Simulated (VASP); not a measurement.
A run of VASP 6.6.1:

Contents of INCAR:

```
PREC = Accurate
ENCUT = 520
EDIFF = 1E-6
ISMEAR = -1
SIGMA = 0.08
LREAL = False
LASPH = True
NELM = 100
ALGO = Normal
ISIF = 2
LWAVE = False
LCHARG = False
GGA = PS
NBANDS = 12
```

Contents of KPOINTS:

```
regular mesh
0
Gamma
  17 17 17
```

Contents of POSCAR:

```
Ta
1.0
    0.0000000000      1.9524560731      1.9524560731
    1.9524560731      0.0000000000      1.9524560731
    1.9524560731      1.9524560731      0.0000000000
Ta
1
Direct
    0.0000000000      0.0000000000      0.0000000000
```

Potentials or basis: VASP PAW PBE potentials, release 64 (Ta_pv).

Run with:

```console
$ cat potpaw_PBE.64/Ta_pv/POTCAR > POTCAR
$ mpirun -np 1 vasp_std > vasp.out
```

Hardware: 1 thread of Intel(R) Xeon(R) 6975P-C (Granite Rapids) (shared host).

Q: How long does it take, and how much memory?

A: Run time: 12 s on 1 thread of Intel(R) Xeon(R) 6975P-C (Granite Rapids), on a shared host, peak memory 0.15 GiB. Counts: scf iterations 10, k points 165.
